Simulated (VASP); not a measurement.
# C (Fm-3m) in VASP: further runs

C is run at these levels: PBE; tasks: single point.

Everything below comes from runs of VASP 6.6.1. Logs are shortened: lines on timing, memory, paths and dates and some standing lists are left out, and cuts for length are marked.

### 1 The cell of the first run

Symmetry: Fm-3m, No. 225, cubic system. The conventional cell has a = 2.954 Å, b = 2.954 Å, c = 2.954 Å, α = 90.00°, β = 90.00°, γ = 90.00°. Within 2.8 Å of C (site symmetry m-3m) lie 12 C at 2.09 Å.

### 2 Single point, PBE (volume scaled by 0.88)

File INCAR:

```
PREC     = Accurate       # precision mode
ENCUT    = 520            # plane-wave cutoff, eV
EDIFF    = 1E-6           # SCF threshold, eV
ISMEAR   = -1             # smearing method
SIGMA    = 0.1            # smearing width, eV
LREAL    = False          # projectors in reciprocal space
LASPH    = True           # aspherical terms in the spheres
NELM     = 60             # most SCF steps
ALGO     = Normal         # electronic algorithm
ISIF     = 2              # what is computed and relaxed
LWAVE    = False          # write WAVECAR
LCHARG   = False          # write CHGCAR
GGA      = PE             # functional
NBANDS   = 8              # bands
```

File KPOINTS:

```
Automatic mesh
0
Gamma
  20 20 20
```

File POSCAR:

```
C
1.0
    0.0000000000      1.4769378163      1.4769378163
    1.4769378163      0.0000000000      1.4769378163
    1.4769378163      1.4769378163      0.0000000000
C
1
Direct
    0.0000000000      0.0000000000      0.0000000000
```

Potentials or basis: VASP PAW PBE potentials, release 64 (C).

Command:

```sh
$ cat potpaw_PBE.64/C/POTCAR > POTCAR
$ mpirun -np 1 vasp_std > vasp.out
```

OUTCAR:

```text
PREC = Accurate
   ENCUT = 520
   EDIFF = 1E-6
   ISMEAR = -1
   LREAL = False
   LASPH = True
   NELM = 60
   ISIF = 2
   GGA = PE

 ion  position               nearest neighbor table
   1  0.000  0.000  0.000-

  LATTYP: Found a face centered cubic cell.
 ALAT       =     2.9538756326

  Lattice vectors:

 A1 = (   0.0000000000,   1.4769378163,   1.4769378163)
 A2 = (   1.4769378163,   0.0000000000,   1.4769378163)
 A3 = (   1.4769378163,   1.4769378163,   0.0000000000)

Analysis of symmetry for initial positions (statically):
=====================================================================
 Subroutine PRICEL returns:
 Original cell was already a primitive cell.

 Routine SETGRP: Setting up the symmetry group for a
 face centered cubic supercell.

 Subroutine GETGRP returns: Found 48 space group operations
 (whereof 48 operations were pure point group operations)
 out of a pool of 48 trial point group operations.

The static configuration has the point symmetry O_h .

Analysis of symmetry for dynamics (positions and initial velocities):
=====================================================================
 Subroutine PRICEL returns:
 Original cell was already a primitive cell.

 Routine SETGRP: Setting up the symmetry group for a
 face centered cubic supercell.

 Subroutine GETGRP returns: Found 48 space group operations
 (whereof 48 operations were pure point group operations)
 out of a pool of 48 trial point group operations.

The dynamic configuration has the point symmetry O_h .

 Subroutine INISYM returns: Found 48 space group operations
 (whereof 48 operations are pure point group operations),
 and found     1 'primitive' translations

----------------------------------------------------------------------------------------

                                     Primitive cell

  volume of cell :       6.4434

  direct lattice vectors                    reciprocal lattice vectors
     0.000000000  1.476937816  1.476937816    -0.338538288  0.338538288  0.338538288
     1.476937816  0.000000000  1.476937816     0.338538288 -0.338538288  0.338538288
     1.476937816  1.476937816  0.000000000     0.338538288  0.338538288 -0.338538288

  length of vectors
     2.088705491  2.088705491  2.088705491     0.586365515  0.586365515  0.586365515

  position of ions in fractional coordinates (direct lattice)
     0.000000000  0.000000000  0.000000000

  ion indices of the primitive-cell ions
   primitive index   ion index
                 1           1

----------------------------------------------------------------------------------------

 KPOINTS: Automatic mesh

Automatic generation of k-mesh.
 Grid dimensions read from file:
 generate k-points for:   20   20   20

 Generating k-lattice:

  Cartesian coordinates                     Fractional coordinates (reciprocal lattice)
    -0.016926914  0.016926914  0.016926914     0.050000000  0.000000000  0.000000000
     0.016926914 -0.016926914  0.016926914     0.000000000  0.050000000  0.000000000
     0.016926914  0.016926914 -0.016926914     0.000000000  0.000000000  0.050000000

  Length of vectors
     0.029318276  0.029318276  0.029318276

  Shift w.r.t. Gamma in fractional coordinates (k-lattice)
     0.000000000  0.000000000  0.000000000

 Subroutine IBZKPT returns following result:
 ===========================================

 Found    256 irreducible k-points:

 Following reciprocal coordinates:
            Coordinates               Weight
  0.000000  0.000000  0.000000      1.000000
  0.050000  0.000000  0.000000      8.000000
  0.100000  0.000000  0.000000      8.000000
  0.150000  0.000000  0.000000      8.000000
  0.200000  0.000000  0.000000      8.000000
  0.250000  0.000000  0.000000      8.000000
[... 16 lines left out ...]
 -0.400000  0.050000  0.000000     24.000000
 -0.350000  0.050000  0.000000     24.000000
 [... further k-points ...]
   k-points           NKPTS =    256   k-points in BZ     NKDIM =    256   number of bands    NBANDS=      8
   number of dos      NEDOS =    301   number of ions     NIONS =      1
   total plane-waves  NPLWV =   4096
   dimension x,y,z NGX =    16 NGY =   16 NGZ =   16
   dimension x,y,z NGXF=    32 NGYF=   32 NGZF=   32
   ions per type =               1
   NGX,Y,Z   is equivalent  to a cutoff of  12.73, 12.73, 12.73 a.u.
   NGXF,Y,Z  is equivalent  to a cutoff of  25.47, 25.47, 25.47 a.u.
 SYSTEM =  unknown system
   PREC   = accura    normal or accurate (medium, high low for compatibility)
   ISTART =      0    job   : 0-new  1-cont  2-samecut
   ICHARG =      2    charge: 1-file 2-atom 10-const
   ISPIN  =      1    spin polarized calculation?
   LNONCOLLINEAR =      F non collinear calculations
   LSORBIT =      F    spin-orbit coupling
   LASPH  =      T    aspherical Exc in radial PAW
   ENCUT  =  520.0 eV  38.22 Ry    6.18 a.u.   3.88  3.88  3.88*2*pi/ulx,y,z
   NELM   =     60;   NELMIN=  2; NELMDL= -5     # of ELM steps
   EDIFF  = 0.1E-05   stopping-criterion for ELM
   LREAL  =      F    real-space projection
   EDIFFG = 0.1E-04   stopping-criterion for IOM
   NSW    =      0    number of steps for IOM
   IBRION =     -1    ionic relax: 0-MD 1-quasi-New 2-CG
   NFREE  =      0    steps in history (QN), initial steepest desc. (CG)
   ISIF   =      2    stress and relaxation
   ISYM   =      2    0-nonsym 1-usesym 2-fastsym
   POTIM  = 0.5000    time-step for ionic-motion
   TEBEG  =    0.0;   TEEND  =   0.0 temperature during run
   PSTRESS=    0.0 pullay stress
   NELECT =       4.0000    total number of electrons
   NUPDOWN=      -1.0000    fix difference up-down
   EMIN   =  10.00;   EMAX   =-10.00  energy-range for DOS
   EFERMI =   0.00;   METHOD = LEGACY
   ISMEAR =    -1;   SIGMA  =   0.10  broadening in eV -4-tet -1-fermi 0-gaus
   EFERMI_NEDOS =   21; number of points for ismear=-14 and -15
   IALGO  =     38    algorithm
   IMIX   =      4    mixing-type and parameters
     AMIX     =   0.40;   BMIX     =  1.00
     AMIX_MAG =   1.60;   BMIX_MAG =  1.00
  volume/ion in A,a.u.               =       6.44        43.48
  Fermi-wavevector in a.u.,A,eV,Ry     =   1.396548  2.639094 26.536083  1.950347
  Thomas-Fermi vector in A             =   2.519892
   LORBIT       =      0    0 simple, 1 ext, 2 COOP (PROOUT), +10 PAW based schemes
   GGA     = PE    functional components
   LHFCALC =     F    Hartree Fock is set to
   AEXX    =    0.0000 exact exchange contribution
   IVDW    =     0    specifies the selected vdW correction
   LEPSILON=     F    determine dielectric tensor
   LRPA    =     F    only Hartree local field effects (RPA)
 non-spin polarized calculation
  energy-cutoff  :      520.00
  volume of cell :        6.44
 maximum number of plane-waves:       190
   NGX =  7   NGY =  7   NGZ =  7

 number of electron       4.0000000 magnetization

 Free energy of the ion-electron system (eV)
  ---------------------------------------------------
  ext. energy  EPLUGINS =         0.00000000
  ---------------------------------------------------
  free energy    TOTEN  =        -4.60850565 eV

  energy without entropy =       -4.59567065  energy(sigma->0) =       -4.60208815

 E-fermi :   9.4073     XC(G=0): -13.3023

 val. band max:        9.3717430008   @ k =   0.4500   0.3500   0.0500
 cond. band min:       9.4117463281   @ k =  -0.4500   0.3500   0.1500
 fundamental gap:      0.0400033273
 Fermi energy:         9.4073232130

 k-point     1 :       0.0000    0.0000    0.0000
  band No.  band energies     occupation
      1     -11.1052      2.00000
      2      18.3918      0.00000
      3      18.3918      0.00000
      4      18.3918      0.00000
      5      41.0993      0.00000
      6      41.0993      0.00000
      7      41.0993      0.00000
      8      44.2224      0.00000

 k-point     2 :       0.0500    0.0000    0.0000
  band No.  band energies     occupation
      1     -10.9968      2.00000
      2      18.0502      0.00000
      3      18.3297      0.00000
      4      18.3297      0.00000
      5      39.9680      0.00000
      6      41.2716      0.00000
      7      41.2716      0.00000
      8      44.1150      0.00000

 k-point     3 :       0.1000    0.0000    0.0000
  band No.  band energies     occupation
      1     -10.6720      2.00000
      2      17.0486      0.00000
      3      18.1549      0.00000
      4      18.1549      0.00000
      5      38.2993      0.00000
      6      41.7120      0.00000
      7      41.7120      0.00000
      8      43.8001      0.00000

 k-point     4 :       0.1500    0.0000    0.0000
  band No.  band energies     occupation
      1     -10.1313      2.00000
      2      15.4670      0.00000
      3      17.8966      0.00000
      4      17.8966      0.00000
      5      37.0469      0.00000
      6      42.1434      0.00000
      7      42.1434      0.00000
      8      43.3015      0.00000

 k-point     5 :       0.2000    0.0000    0.0000
  band No.  band energies     occupation
      1      -9.3758      2.00000
      2      13.4467      0.00000
      3      17.5930      0.00000
      4      17.5930      0.00000
      5      36.2973      0.00000
      6      42.0894      0.00000
      7      42.0894      0.00000
      8      42.6720      0.00000
[... 177 lines left out ...]
 k-point    22 :      -0.4500    0.0500    0.0000
  band No.  band energies     occupation
      1      -1.7486      2.00000
      2       0.9819      2.00000
      3      16.0192      0.00000
      4      16.3882      0.00000
      5      36.3884      0.00000
      6      36.5386      0.00000
      7      38.5740      0.00000
      8      41.9888      0.00000

 k-point    23 :      -0.4000    0.0500    0.0000
  band No.  band energies     occupation
      1      -3.5906      2.00000
      2       3.2093      2.00000
      3      15.9938      0.00000
      4      16.5964      0.00000
      5      36.3751      0.00000
      6      36.8487      0.00000
      7      38.7856      0.00000
      8      42.2061      0.00000

 k-point    24 :      -0.3500    0.0500    0.0000
  band No.  band energies     occupation
      1      -5.2423      2.00000
      2       5.5581      2.00000
      3      16.0584      0.00000
      4      16.8641      0.00000
      5      36.1628      0.00000
      6      37.5478      0.00000
      7      39.2889      0.00000
      8      42.5524      0.00000

 [... further k-points ...]
[... 5 lines left out ...]
  --------------------------------------------------------------------------------------
  -------------------------------------------------------------------------------------
  Total        0.9833176      0.9833176      0.9833176     -0.0000000     -0.0000000      0.0000000
  in kB      244.5050161    244.5050161    244.5050161     -0.0000000     -0.0000000      0.0000000
  external PRESSURE =     244.5050161 kB  Pullay stress =       0.0000000 kB

 VOLUME and BASIS-vectors are now :
 -----------------------------------------------------------------------------
  energy-cutoff  :      520.00
  volume of cell :        6.44
      direct lattice vectors                 reciprocal lattice vectors
     0.000000000  1.476937816  1.476937816    -0.338538288  0.338538288  0.338538288
     1.476937816  0.000000000  1.476937816     0.338538288 -0.338538288  0.338538288
     1.476937816  1.476937816  0.000000000     0.338538288  0.338538288 -0.338538288

 POSITION                                       TOTAL-FORCE (eV/Angst)
 -----------------------------------------------------------------------------------
      0.00000      0.00000      0.00000         0.000000     -0.000000      0.000000
 -----------------------------------------------------------------------------------
    total drift:                                0.000000      0.000000     -0.000000

  FREE ENERGIE OF THE ION-ELECTRON SYSTEM (eV)
  ---------------------------------------------------
  free  energy   TOTEN  =        -4.6085056452 eV

  energy  without entropy=       -4.5956706512  energy(sigma->0) =       -4.60208815
```

Run time: 4.8 s. Hardware: 1 thread of Intel Xeon Platinum 8259CL at 2.50GHz (Skylake/Cascade Lake), shared host; peak memory 0.11 GiB.

Results:

```
Free energy            : -4.6085 eV
Pressure               : 24.5 GPa
Band gap on the k mesh : zero (band 2 reaches 18.39 eV, above the bottom of band 3 at 5.56 eV)
```

Levels at points of the mesh, in eV from the Fermi level:
| k point | band 1 | band 2 | band 3 | band 4 | band 5 | band 6 | band 7 |
| --- | --- | --- | --- | --- | --- | --- | --- |
| (0.00, 0.00, 0.00) | -20.51 | 8.98 | 8.98 | 8.98 | 31.69 | 31.69 | 31.69 |
| (0.50, 0.00, 0.00) | -9.96 | -9.88 | 7.01 | 7.01 | 26.97 | 28.88 | 28.88 |
| (0.50, 0.50, 0.00) | -7.83 | -5.37 | 2.37 | 2.37 | 15.67 | 16.72 | 40.89 |

### 3 Single point, PBE (volume scaled by 0.92)

File INCAR:

```
SYSTEM = C
ALGO = Normal
EDIFF = 1E-6
ENCUT = 520
GGA = PE
ISIF = 2
ISMEAR = -1
LASPH = .True.
LCHARG = .False.
LREAL = .False.
LWAVE = .False.
NBANDS = 8
NELM = 100
PREC = Accurate
SIGMA = 0.1
```

File KPOINTS:

```
k-points
0
Gamma
  20 20 20
  0 0 0
```

File POSCAR:

```
C
1.0
    0.0000000000      1.4989849148      1.4989849148
    1.4989849148      0.0000000000      1.4989849148
    1.4989849148      1.4989849148      0.0000000000
C
1
Direct
    0.0000000000      0.0000000000      0.0000000000
```

Potentials or basis: VASP PAW PBE potentials, release 64 (C).

Command:

```sh
$ cat potpaw_PBE.64/C/POTCAR > POTCAR
$ mpirun -np 1 vasp_std > vasp.out
```

Wall time 4.4 s (1 thread of Intel Xeon Platinum 8259CL at 2.50GHz (Skylake/Cascade Lake), shared host); peak memory 0.11 GiB.

Results (log left out):

| Quantity | Value |
| --- | --- |
| Free energy | -4.6445 eV |
| Pressure | 14.8 GPa |
| Band gap on the k mesh | zero (band 2 reaches 17.36 eV, above the bottom of band 3 at 4.81 eV) |

Levels at points of the mesh, in eV from the Fermi level:
```csv
k point,band 1,band 2,band 3,band 4,band 5,band 6,band 7
"(0.00, 0.00, 0.00)",-19.84,8.64,8.64,8.64,31.11,31.11,31.11
"(0.50, 0.00, 0.00)",-9.68,-9.44,6.76,6.76,26.14,28.39,28.39
"(0.50, 0.50, 0.00)",-7.40,-5.39,2.36,2.36,15.36,16.60,39.59
```
